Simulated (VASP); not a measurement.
Input of a VASP 6.6.1 run:

File POSCAR:

```
Ir
1.0
    0.0000000000      1.9251228415      1.9251228415
    1.9251228415      0.0000000000      1.9251228415
    1.9251228415      1.9251228415      0.0000000000
Ir
1
Direct
    0.0000000000      0.0000000000      0.0000000000
```

File INCAR.step1:

```
  PREC = Accurate
  ENCUT = 520
  ISMEAR = -1
  SIGMA = 0.1
  LREAL = False
  LASPH = True
  NELM = 100
  NBANDS = 10
  GGA = PE
  ALGO = Normal
  EDIFF = 1E-4
  LWAVE = True
  LCHARG = False
```

Contents of INCAR.step2:

```
  PREC = Accurate
  ENCUT = 520
  EDIFF = 1E-6
  ISMEAR = -1
  SIGMA = 0.1
  LREAL = False
  LASPH = True
  NELM = 100
  ALGO = Normal
  ISIF = 2
  LWAVE = False
  LCHARG = False
  METAGGA = R2SCAN
  LMIXTAU = True
  NBANDS = 10
  ISTART = 1
```

Contents of KPOINTS:

```
regular mesh
0
Gamma
  8 8 8
```

Potentials or basis: VASP PAW PBE potentials, release 64 (Ir).

Launch:

```console
$ cat potpaw_PBE.64/Ir/POTCAR > POTCAR
$ cp INCAR.step1 INCAR
$ mpirun -np 1 vasp_std > vasp.out
$ cp INCAR.step2 INCAR
$ mpirun -np 1 vasp_std > vasp.out
```

Task: Predict the pressure.

Result: 2.4 GPa.

Caveat: the PAW data sets were made with another functional, which shifts forces and pressure a little.
